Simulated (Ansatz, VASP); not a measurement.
# Two plane-wave programs on BaTiO3

POSCAR

```
BaTiO3
1.0
    2.8707981663      1.6929567651      2.3314328269
   -2.8093092003      1.5864547520      2.3314328269
   -0.0614889659     -3.2794115171      2.3314328269
Ba Ti O
1 1 3
Direct
    0.0027851043      0.0027851043      0.0027851043
    0.5162478494      0.5162478494      0.5162478494
    0.4897536543      0.4897536543      0.9801597377
    0.4897536543      0.9801597377      0.4897536543
    0.9801597377      0.4897536543      0.4897536543
```

The input INCAR.step1:

```
SYSTEM = BaTiO3
PREC = Accurate
ENCUT = 520
ISMEAR = 0
SIGMA = 0.05
LREAL = .FALSE.
LASPH = .TRUE.
NELM = 80
NBANDS = 28
GGA = PE
ALGO = Normal
EDIFF = 1E-4
LWAVE = .TRUE.
LCHARG = .FALSE.
```

The input INCAR.step2:

```
SYSTEM = BaTiO3
PREC = Accurate
ENCUT = 520
EDIFF = 1E-7
ISMEAR = 0
SIGMA = 0.05
LREAL = .FALSE.
LASPH = .TRUE.
NELM = 80
ALGO = Normal
ISIF = 2
LWAVE = .FALSE.
LCHARG = .FALSE.
METAGGA = R2SCAN
LMIXTAU = .TRUE.
NBANDS = 28
ISTART = 1
```

Contents of KPOINTS:

```
regular mesh
0
G
  6 6 6
  0 0 0
```

Input for Ansatz:

```yaml
crystal:
  lattice:
    - [2.8707981663, 1.6929567651, 2.3314328269]
    - [-2.8093092003, 1.586454752, 2.3314328269]
    - [-0.0614889659, -3.2794115171, 2.3314328269]
  atoms:
    - { symbol: Ba, position: [0.0027851043, 0.0027851043, 0.0027851043] }
    - { symbol: Ti, position: [0.5162478494, 0.5162478494, 0.5162478494] }
    - { symbol: O, position: [0.4897536543, 0.4897536543, 0.9801597377] }
    - { symbol: O, position: [0.4897536543, 0.9801597377, 0.4897536543] }
    - { symbol: O, position: [0.9801597377, 0.4897536543, 0.4897536543] }
basis:
  ecutwfc: 500
kpoints:
  mp_grid: { grid: [6, 6, 6] }
hamiltonian:
  xc: r2scan
scf:
  occupations: { method: gaussian, width: 0.05 }
output:
  forces: true
  stress: true
  eigenvalues: true
```

Change from the starting cell: strain +0.0375 x Voigt [0, 0, 0, 0, 0, 1], atoms carried along.

Alike in both runs: task single point; functional r2SCAN; k mesh 6 × 6 × 6; occupations gaussian, width 0.05 eV; no spin polarisation.

|  | VASP | Ansatz |
| --- | --- | --- |
| version | VASP 6.6.1 | Ansatz 0.2.0 |
| potentials or method | VASP PAW PBE potentials, release 64 (Ba_sv, Ti_sv, O), cutoff 520 eV | scalar-relativistic, plane waves, PAW |
| valence electrons in the cell | 40 | 40 |

|  | VASP | Ansatz | Ansatz less VASP |
| --- | --- | --- | --- |
| gap on the k mesh at the Fermi level (eV) | 2.76 | 2.78 | +0.017 |
| least direct gap on the mesh (eV) | 3.17 | 3.15 | -0.017 |
| pressure (GPa) | 2.1 | 0.2 | -1.93 |
| traceless stress, the component that is largest in VASP (GPa) | -4.51 | -4.37 | +0.140 |
| rms of the force components (eV/Å) | 0.112 | 0.083 | -0.0290 |

VASP's potentials were made for PBE, not for r2SCAN. Atom by atom the forces differ by 0.065 eV/Å (rms over components).

Spin-orbit coupling is off throughout.
